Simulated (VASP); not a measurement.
Set up this calculation in VASP 6.6.1, as the native input.

```yaml
Task: single point
Functional: PBEsol
Potentials_or_basis: VASP PAW PBE potentials, release 64 (Nb_sv, N)
Cutoff: 600 eV
k_mesh: 8 × 8 × 4
Occupations: gaussian, width 0.02 eV
Spin: no spin polarisation
Dipole_correction: no
Further_INCAR_settings: ALGO = Normal; EDIFF = 1e-06; NBANDS = 78
```

The structure of Nb3N5 lies in POSCAR:

```
Nb3N5
1.0
    1.9334156913     -5.1179592157      0.0000000000
    1.9334156913      5.1179592157      0.0000000000
    0.0000000000      0.0000000000     10.2359766984
Nb N
6 10
Direct
    0.8682288910      0.1317711090      0.4412096569
    0.8682288910      0.1317711090      0.0587903431
    0.7969294861      0.2030705139      0.7500000000
    0.2030705139      0.7969294861      0.2500000000
    0.1317711090      0.8682288910      0.5587903431
    0.1317711090      0.8682288910      0.9412096569
    0.6911014788      0.3088985212      0.9262747450
    0.9531614186      0.0468385814      0.6204352503
    0.9531614186      0.0468385814      0.8795647497
    0.6911014788      0.3088985212      0.5737252550
    0.7650777264      0.2349222736      0.2500000000
    0.0468385814      0.9531614186      0.3795647497
    0.3088985212      0.6911014788      0.0737252550
    0.3088985212      0.6911014788      0.4262747450
    0.2349222736      0.7650777264      0.7500000000
    0.0468385814      0.9531614186      0.1204352503
```

One way to write it, as run:

INCAR

```
PREC = Accurate
ENCUT = 600
EDIFF = 1E-6
ISMEAR = 0
SIGMA = 0.02
LREAL = False
LASPH = True
NELM = 120
ALGO = Normal
ISIF = 2
LWAVE = False
LCHARG = False
GGA = PS
NBANDS = 78
GGA_COMPAT = False
```

KPOINTS

```
Automatic mesh
0
Gamma
  8 8 4
```

Potentials or basis: VASP PAW PBE potentials, release 64 (Nb_sv, N).

Command:

```console
$ cat potpaw_PBE.64/Nb_sv/POTCAR potpaw_PBE.64/N/POTCAR > POTCAR
$ mpirun -np 1 vasp_std > vasp.out
```

It gave:

| Quantity | Value |
| --- | --- |
| Pressure | -0.5 GPa |
| Largest force | 0.006 eV/Å |
| Band gap on the k mesh | 0.73 eV (least direct gap 1.01 eV) |

Caveat: semilocal functionals underestimate gaps, and a narrow one can read as zero; the PAW data sets were made with another functional, which shifts forces and pressure a little.

Run time: 44 min on 1 thread of Oxide Virtual Turin-like Processor, on a shared host, peak memory 0.99 GiB.
